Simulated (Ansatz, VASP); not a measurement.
# One calculation of SnSe, two programs

```xyz
8
Lattice="11.6440 0.0000 0.0000 0.0000 4.2722 0.0000 0.0000 0.0000 4.5475" Properties=species:S:1:pos:R:3 pbc="T T T"
Sn   10.2118    3.2041    4.1337
Sn    7.2542    1.0680    1.8599
Sn    4.3898    3.2041    2.6876
Sn    1.4322    1.0680    0.4138
Se    7.4871    3.2041    4.4747
Se    9.9789    1.0680    2.2010
Se    1.6651    3.2041    2.3465
Se    4.1569    1.0680    0.0728
```

Alike in both runs: task single point; functional PBE exchange alone; k mesh 3 × 6 × 6; occupations fermi-dirac, width 0.05 eV; no spin polarisation.

|  | VASP | Ansatz |
| --- | --- | --- |
| version | VASP 6.6.1 | Ansatz 0.2.0 |
| potentials or method | VASP PAW PBE potentials, release 64 (Sn_d, Se) | Ansatz PAW |
| plane-wave cutoff (eV) | 520 | 420 |
| valence electrons in the cell | 80 | 120 |

Ansatz gave:

```
gap on the k mesh at the Fermi level (eV)                     : 0.72
least direct gap on the mesh (eV)                             : 0.91
pressure (GPa)                                                : 8.3
traceless stress, the component that is largest in VASP (GPa) : 1.70
rms of the force components (eV/Å)                            : 0.143
```

Problem. Which values does VASP return?

Solution. gap on the k mesh at the Fermi level (eV): 0.71; least direct gap on the mesh (eV): 0.90; pressure (GPa): 8.4; traceless stress, the component that is largest in VASP (GPa): 1.72; rms of the force components (eV/Å): 0.151.

VASP's potentials were made for PBE, not for PBE exchange alone. Atom by atom the forces differ by 0.011 eV/Å (rms over components). VASP's potentials hold 80 valence electrons a cell and Ansatz's 120, so a difference there can come from the potentials and not from the codes.

Noted on Ansatz's run: odd divisions of the mesh miss points on the zone boundary, where band edges often lie, so the gap on the mesh can be too wide.
